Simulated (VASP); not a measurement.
# CuSi16 (a cell with a defect) in VASP: notebook, part 2 of 2

VASP 6.6.1.

## 3. Single point, PBEsol

The input, INCAR:

```
SYSTEM = CuSi16
PREC = Accurate ; ENCUT = 520
EDIFF = 1E-7 ; ISMEAR = -1
SIGMA = 0.02 ; LREAL = Auto
LASPH = .TRUE. ; NELM = 60
ALGO = Normal ; ISIF = 2
LWAVE = .FALSE. ; LCHARG = .FALSE.
GGA = PS ; NBANDS = 52
NELECT = 74.0
```

The input, KPOINTS:

```
Automatic mesh
0
G
  2 2 2
  0 0 0
```

The input, POSCAR:

```
CuSi16
1.0
    0.0000000000      5.4300000000      5.4300000000
    5.4300000000      0.0000000000      5.4300000000
    5.4300000000      5.4300000000      0.0000000000
Si Cu
16 1
Direct
    0.0152180479     -0.0331583794      0.0088559853
    0.1215659300      0.1139773481      0.1267666667
   -0.0231924494      0.0014395948      0.5106237569
    0.1212683241      0.1139233886      0.6374204420
    0.0057962247      0.4861418969      0.0009975138
    0.1356846225      0.5956654696      0.1341238490
    0.0056680479      0.4860875691      0.5067039595
    0.1150647330      0.6274450276      0.6284586556
    0.5108042357     -0.0031121547     -0.0142690608
    0.6410967772      0.1118809392      0.1233465009
    0.5104932781     -0.0029010129      0.5063413444
    0.6049670350      0.1603162063      0.6171797422
    0.5096544199      0.4845393186      0.0026967772
    0.6316103131      0.6232587477      0.1146926335
    0.4911161142      0.5327308471      0.4878831492
    0.6314768877      0.6234728361      0.6300017495
    0.3412123389     -0.0378440147      0.3482151013
```

Potentials or basis: VASP PAW PBE potentials, release 64 (Si, Cu).

Command:

```sh
$ cat potpaw_PBE.64/Si/POTCAR potpaw_PBE.64/Cu/POTCAR > POTCAR
$ mpirun -np 1 vasp_std > vasp.out
```

OUTCAR:

```text
SYSTEM = CuSi16
   PREC = Accurate
   ENCUT = 520
   EDIFF = 1E-7
   ISMEAR = -1
   LREAL = Auto
   LASPH = .TRUE.
   NELM = 60
   ISIF = 2
   GGA = PS
   NELECT = 74.0

 ion  position               nearest neighbor table
   1  0.015  0.967  0.009-   6 2.33   2 2.33   4 2.33  10 2.35
   2  0.122  0.114  0.127-   5 2.33   1 2.33   3 2.41   9 2.44  17 2.45
   3  0.977  0.001  0.511-  12 2.34   8 2.35  17 2.35   4 2.41   2 2.41
   4  0.121  0.114  0.637-   7 2.33   1 2.33   3 2.41  11 2.44  17 2.45
   5  0.006  0.486  0.001-   2 2.33   6 2.34   8 2.34  14 2.35
   6  0.136  0.596  0.134-   1 2.33   5 2.34   7 2.34  13 2.35
   7  0.006  0.486  0.507-   4 2.33   6 2.34   8 2.34  16 2.35
   8  0.115  0.627  0.628-   7 2.34   5 2.34   3 2.35  15 2.37
   9  0.511  0.997  0.986-  12 2.33  14 2.34  17 2.34  10 2.40   2 2.44
  10  0.641  0.112  0.123-  13 2.34   1 2.35   9 2.40  11 2.40  17 2.51
  11  0.510  0.997  0.506-  12 2.33  16 2.34  17 2.34  10 2.40   4 2.44
  12  0.605  0.160  0.617-  11 2.33   9 2.33  15 2.34   3 2.34
  13  0.510  0.485  0.003-  10 2.34  14 2.34  16 2.34   6 2.35
  14  0.632  0.623  0.115-  13 2.34   9 2.34   5 2.35  15 2.35
  15  0.491  0.533  0.488-  12 2.34  14 2.35  16 2.35   8 2.37  17 2.69
  16  0.631  0.623  0.630-  13 2.34  11 2.34   7 2.35  15 2.35
  17  0.341  0.962  0.348-  11 2.34   9 2.34   3 2.35   4 2.45   2 2.45  10 2.51  15 2.69

  LATTYP: Found a face centered cubic cell.
 ALAT       =    10.8600000000

  Lattice vectors:

 A1 = (   0.0000000000,   5.4300000000,   5.4300000000)
 A2 = (   5.4300000000,   0.0000000000,   5.4300000000)
 A3 = (   5.4300000000,   5.4300000000,   0.0000000000)

Analysis of symmetry for initial positions (statically):
=====================================================================
 Subroutine PRICEL returns:
 Original cell was already a primitive cell.

 Routine SETGRP: Setting up the symmetry group for a
 face centered cubic supercell.

 Subroutine GETGRP returns: Found  1 space group operations
 (whereof  1 operations were pure point group operations)
 out of a pool of 48 trial point group operations.

The static configuration has the point symmetry C_1 .

Analysis of symmetry for dynamics (positions and initial velocities):
=====================================================================
 Subroutine PRICEL returns:
 Original cell was already a primitive cell.

 Routine SETGRP: Setting up the symmetry group for a
 face centered cubic supercell.

 Subroutine GETGRP returns: Found  1 space group operations
 (whereof  1 operations were pure point group operations)
 out of a pool of 48 trial point group operations.

The dynamic configuration has the point symmetry C_1 .

 Subroutine INISYM returns: Found  1 space group operations
 (whereof  1 operations are pure point group operations),
 and found     1 'primitive' translations

----------------------------------------------------------------------------------------

                                     Primitive cell

  volume of cell :     320.2060

  direct lattice vectors                    reciprocal lattice vectors
     0.000000000  5.430000000  5.430000000    -0.092081031  0.092081031  0.092081031
[... 76 lines left out ...]
  0.000000  0.000000  0.500000      1.000000
  0.500000  0.500000  0.500000      1.000000
  0.500000  0.500000  0.000000      1.000000
  0.000000  0.500000  0.500000      1.000000
  0.500000  0.000000  0.500000      1.000000
   k-points           NKPTS =      8   k-points in BZ     NKDIM =      8   number of bands    NBANDS=     52
   number of dos      NEDOS =    301   number of ions     NIONS =     17
   total plane-waves  NPLWV = 216000
   dimension x,y,z NGX =    60 NGY =   60 NGZ =   60
   dimension x,y,z NGXF=   120 NGYF=  120 NGZF=  120
   ions per type =              16   1
   NGX,Y,Z   is equivalent  to a cutoff of  12.99, 12.99, 12.99 a.u.
   NGXF,Y,Z  is equivalent  to a cutoff of  25.98, 25.98, 25.98 a.u.
 SYSTEM =  CuSi16
   PREC   = accura    normal or accurate (medium, high low for compatibility)
   ISTART =      0    job   : 0-new  1-cont  2-samecut
   ICHARG =      2    charge: 1-file 2-atom 10-const
   ISPIN  =      1    spin polarized calculation?
   LNONCOLLINEAR =      F non collinear calculations
   LSORBIT =      F    spin-orbit coupling
   LASPH  =      T    aspherical Exc in radial PAW
   ENCUT  =  520.0 eV  38.22 Ry    6.18 a.u.  14.28 14.28 14.28*2*pi/ulx,y,z
   NELM   =     60;   NELMIN=  2; NELMDL= -5     # of ELM steps
   EDIFF  = 0.1E-06   stopping-criterion for ELM
   LREAL  =      T    real-space projection
   EDIFFG = 0.1E-05   stopping-criterion for IOM
   NSW    =      0    number of steps for IOM
   IBRION =     -1    ionic relax: 0-MD 1-quasi-New 2-CG
   NFREE  =      0    steps in history (QN), initial steepest desc. (CG)
   ISIF   =      2    stress and relaxation
   ISYM   =      2    0-nonsym 1-usesym 2-fastsym
   POTIM  = 0.5000    time-step for ionic-motion
   TEBEG  =    0.0;   TEEND  =   0.0 temperature during run
   PSTRESS=    0.0 pullay stress
   NELECT =      74.0000    total number of electrons
   NUPDOWN=      -1.0000    fix difference up-down
   EMIN   =  10.00;   EMAX   =-10.00  energy-range for DOS
   EFERMI =   0.00;   METHOD = LEGACY
   ISMEAR =    -1;   SIGMA  =   0.02  broadening in eV -4-tet -1-fermi 0-gaus
   EFERMI_NEDOS =   21; number of points for ismear=-14 and -15
   IALGO  =     38    algorithm
   IMIX   =      4    mixing-type and parameters
     AMIX     =   0.40;   BMIX     =  1.00
     AMIX_MAG =   1.60;   BMIX_MAG =  1.00
  volume/ion in A,a.u.               =      18.84       127.11
  Fermi-wavevector in a.u.,A,eV,Ry     =   1.004636  1.898488 13.732283  1.009294
  Thomas-Fermi vector in A             =   2.137265
   LORBIT       =      0    0 simple, 1 ext, 2 COOP (PROOUT), +10 PAW based schemes
   GGA     = PS    functional components
   LHFCALC =     F    Hartree Fock is set to
   AEXX    =    0.0000 exact exchange contribution
   IVDW    =     0    specifies the selected vdW correction
   LEPSILON=     F    determine dielectric tensor
   LRPA    =     F    only Hartree local field effects (RPA)
 non-spin polarized calculation
  energy-cutoff  :      520.00
  volume of cell :      320.21
 maximum number of plane-waves:      8646
 NGX is ok and might be reduce to    60
   NGX = 29   NGY = 29   NGZ = 29

 number of electron      74.0000002 magnetization

 Free energy of the ion-electron system (eV)
  ---------------------------------------------------
  ext. energy  EPLUGINS =         0.00000000
  ---------------------------------------------------
  free energy    TOTEN  =      -100.08922372 eV

  energy without entropy =     -100.08752460  energy(sigma->0) =     -100.08837416

 E-fermi :   6.3583     XC(G=0):  -9.7572

 val. band max:        6.2950449381   @ k =   0.0000   0.0000   0.0000
 cond. band min:       6.4216092162   @ k =   0.0000   0.0000   0.0000
 fundamental gap:      0.1265642781
 Fermi energy:         6.3583375663

 k-point     1 :       0.0000    0.0000    0.0000
  band No.  band energies     occupation
      1      -5.9710      2.00000
      2      -3.5866      2.00000
      3      -3.5717      2.00000
      4      -3.5494      2.00000
      5      -3.5155      2.00000
      6      -2.0687      2.00000
[... 405 lines left out ...]
     48      10.3349      0.00000
     49      10.3485      0.00000
 [bands above 49 left out]

------------------------ aborting loop because EDIFF is reached ----------------------------------------

  FORCE on cell =-STRESS in cart. coord.  units (eV):
  Direction    XX          YY          ZZ          XY          YZ          ZX
  --------------------------------------------------------------------------------------
  -------------------------------------------------------------------------------------
  Total       -5.3336048     -5.3263406     -5.9074810      0.6572009     -0.1525738      0.1846080
  in kB      -26.6871337    -26.6507869    -29.5585708      3.2883594     -0.7634159      0.9237016
  external PRESSURE =     -27.6321638 kB  Pullay stress =       0.0000000 kB

 VOLUME and BASIS-vectors are now :
 -----------------------------------------------------------------------------
  energy-cutoff  :      520.00
  volume of cell :      320.21
      direct lattice vectors                 reciprocal lattice vectors
     0.000000000  5.430000000  5.430000000    -0.092081031  0.092081031  0.092081031
     5.430000000  0.000000000  5.430000000     0.092081031 -0.092081031  0.092081031
     5.430000000  5.430000000  0.000000000     0.092081031  0.092081031 -0.092081031

 POSITION                                       TOTAL-FORCE (eV/Angst)
 -----------------------------------------------------------------------------------
      5.29804      0.13072      5.33258         0.000626     -0.002352     -0.004145
      1.30724      1.34845      1.27900        -0.004292      0.003239      0.000293
      2.78050      8.07675      5.31188         0.004252     -0.005839     -0.004218
      4.07980      4.11968      1.27709         0.001400      0.007962      0.001604
      2.64517      0.03689      2.67122        -0.000556     -0.000972     -0.003716
      3.96276      1.46506      3.97123         0.000009      0.000341      0.001769
[... 9 lines left out ...]
      6.80637      6.84983      6.81438         0.001662      0.001415      0.002457
      7.11532      3.74359      7.07729        -0.009176      0.001955     -0.004276
 -----------------------------------------------------------------------------------
    total drift:                                0.003798     -0.001190     -0.007197

  FREE ENERGIE OF THE ION-ELECTRON SYSTEM (eV)
  ---------------------------------------------------
  free  energy   TOTEN  =      -100.0892237221 eV

  energy  without entropy=     -100.0875245970  energy(sigma->0) =     -100.08837416
```

Run time: 9.3 min. Hardware: 1 thread of Intel Xeon 8259CL, shared host; peak memory 0.5 GiB.

Results:

| Quantity | Value |
| --- | --- |
| Free energy | -100.0892 eV |
| Largest force | 0.010 eV/Å |

Forces in eV/Å, atoms in the order of the input:
```
Si   0.001 -0.002 -0.004
Si  -0.004  0.003  0.000
Si   0.004 -0.006 -0.004
Si   0.001  0.008  0.002
Si  -0.001 -0.001 -0.004
Si   0.000  0.000  0.002
Si   0.000 -0.001 -0.002
Si   0.001  0.000  0.004
Si   0.001 -0.010  0.003
Si  -0.002  0.003  0.001
Si   0.008  0.001  0.005
Si   0.000  0.001  0.002
Si   0.000  0.000 -0.003
Si   0.000 -0.003  0.004
Si  -0.002  0.003 -0.004
Si   0.002  0.001  0.002
Cu  -0.009  0.002 -0.004
```

Levels at points of the mesh, in eV from the Fermi level:
| k point | band 35 | band 36 | band 37 | band 38 | band 39 | band 40 |
| --- | --- | --- | --- | --- | --- | --- |
| (0.00, 0.00, 0.00) | -0.69 | -0.20 | -0.06 | 0.06 | 0.26 | 0.48 |
| (0.50, 0.00, 0.00) | -0.90 | -0.90 | -0.81 | 0.42 | 1.05 | 1.12 |
| (0.00, 0.50, 0.00) | -0.89 | -0.65 | -0.53 | 0.44 | 0.89 | 1.25 |
| (0.00, 0.00, 0.50) | -0.91 | -0.86 | -0.76 | 0.47 | 1.02 | 1.14 |
| (0.50, 0.50, 0.50) | -0.91 | -0.86 | -0.76 | 0.47 | 1.02 | 1.14 |
| (0.50, 0.50, 0.00) | -1.51 | -1.42 | -1.15 | 0.59 | 0.87 | 1.85 |
| (0.00, 0.50, 0.50) | -1.49 | -1.44 | -1.12 | 0.58 | 0.88 | 1.84 |
| (0.50, 0.00, 0.50) | -1.49 | -1.44 | -1.12 | 0.58 | 0.88 | 1.84 |

Caveat: the k points lie up to 0.50 Å⁻¹ apart; the cell carries a net charge on a neutralising background, which shifts energy and pressure; the cell is charged against a uniform background, so pressure and absolute levels hang on convention; the PAW data sets were made with another functional, which shifts forces and pressure a little.
